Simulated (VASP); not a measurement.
Input of a VASP 6.6.1 run:

Contents of INCAR:

```
ALGO     = Normal         # electronic algorithm
DIPOL    = 0.5 0.5 0.272
EDIFF    = 1E-6           # SCF threshold, eV
ENCUT    = 520            # plane-wave cutoff, eV
GGA      = PE             # functional
IDIPOL   = 3            
ISIF     = 2              # what is computed and relaxed
ISMEAR   = 0              # smearing method
ISPIN    = 2              # spin polarisation
IVDW     = 12             # dispersion correction
LASPH    = True           # aspherical terms in the spheres
LCHARG   = True           # write CHGCAR
LDIPOL   = True         
LELF     = True           # ELF
LMAXMIX  = 4              # l up to which the mixer works
LORBIT   = 11             # projections on sites
LREAL    = False          # projectors in reciprocal space
LVACPOTAV= True         
LVHAR    = True         
LWAVE    = False          # write WAVECAR
MAGMOM   = 0.28 0.28 0 0  # initial moments
NBANDS   = 24             # bands
NELM     = 150            # most SCF steps
PREC     = Accurate       # precision mode
SIGMA    = 0.1            # smearing width, eV
```

The input KPOINTS:

```
k-points
0
Gamma
  18 18 1
```

POSCAR

```
ScH
1.0
    3.1950689193      0.0000002328      0.0000000000
   -1.5975346612      2.7670107346      0.0000000000
    0.0000000000      0.0000000000     33.1308368635
Sc H
2 2
Direct
    0.3333333333      0.6666666667      0.2321413829
    0.6666666667      0.3333333333      0.3111591101
    0.0000000000      0.0000000000      0.2022039151
    0.0000000000      0.0000000000      0.3410965779
```

Potentials or basis: VASP PAW PBE potentials, release 64 (Sc_sv, H).

Command:

```console
$ cat potpaw_PBE.64/Sc_sv/POTCAR potpaw_PBE.64/H/POTCAR > POTCAR
$ mpirun -np 1 vasp_std > vasp.out
```

Question: Predict the net moment.

Answer: 1.48 μB per cell.

Question: Estimate the largest force.

Answer: 0.011 eV/Å.

Forces on the atoms (eV/Å):
```
Sc   0.000  0.000  0.004
Sc   0.000  0.000 -0.004
H    0.000  0.000 -0.011
H    0.000  0.000  0.011
```
